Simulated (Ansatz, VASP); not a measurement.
One calculation of Ti, two programs

INCAR

```
ALGO = Normal ; EDIFF = 1E-6
ENCUT = 520 ; GGA = PS
ISIF = 2 ; ISMEAR = 0
LASPH = T ; LCHARG = T
LELF = T ; LREAL = F
LVHAR = T ; LWAVE = F
NBANDS = 19 ; NELM = 100
PREC = Accurate ; SIGMA = 0.05
```

File KPOINTS:

```
k-points
0
Gamma
  16 16 10
```

Contents of POSCAR:

```
Ti
1.0
    2.9000953222      0.0000000000      0.0000000000
   -1.4500476611      2.5115562224      0.0000000000
    0.0000000000      0.0000000000      4.5886923311
Ti
2
Direct
    0.3333333333      0.6666666667      0.7500000000
    0.6666666667      0.3333333333      0.2500000000
```

Input for Ansatz:

```yaml
crystal:
  lattice:
    - [2.9000953222, 0.0, 0.0]
    - [-1.4500476611, 2.5115562224, 0.0]
    - [0.0, 0.0, 4.5886923311]
  atoms:
    - { symbol: Ti, position: [0.3333333333, 0.6666666667, 0.75] }
    - { symbol: Ti, position: [0.6666666667, 0.3333333333, 0.25] }
basis:
  ecutwfc: 600
  ecutrho_ratio: 5
kpoints:
  mp_grid: { grid: [16, 16, 10] }
  band_path:
    path:
      - [[0.0, 0.0, 0.0], [0.5, 0.0, 0.0], [0.33333333, 0.33333333, 0.0], [0.0, 0.0, 0.0], [0.0, 0.0, 0.5], [0.5, 0.0, 0.5], [0.33333333, 0.33333333, 0.5], [0.0, 0.0, 0.5]]
      - [[0.5, 0.0, 0.5], [0.5, 0.0, 0.0]]
      - [[0.33333333, 0.33333333, 0.5], [0.33333333, 0.33333333, 0.0]]
    npoints: 14
hamiltonian:
  xc: pbesol
scf:
  occupations: { method: gaussian, width: 0.05 }
output:
  forces: true
  stress: true
  eigenvalues: true
  populations: true
  dos: { projected: true, de: 0.02, nscf_kmesh: { grid: [24, 24, 15] } }
  bader: true
```

Alike in both runs: task single point; functional PBEsol; k mesh 16 × 16 × 10; occupations gaussian, width 0.05 eV; no spin polarisation.

|  | VASP | Ansatz |
| --- | --- | --- |
| version | VASP 6.6.1 | Ansatz 0.2.0 |
| potentials or method | VASP PAW PBE potentials, release 64 (Ti_sv), cutoff 520 eV | scalar-relativistic, plane waves, PAW |
| valence electrons in the cell | 24 | 24 |

|  | VASP | Ansatz | Ansatz less VASP |
| --- | --- | --- | --- |
| pressure (GPa) | -0.2 | 0.0 | +0.27 |
| traceless stress, the component that is largest in VASP (GPa) | -0.05 | -0.06 | -0.005 |

VASP's potentials were made for PBE, not for PBEsol.
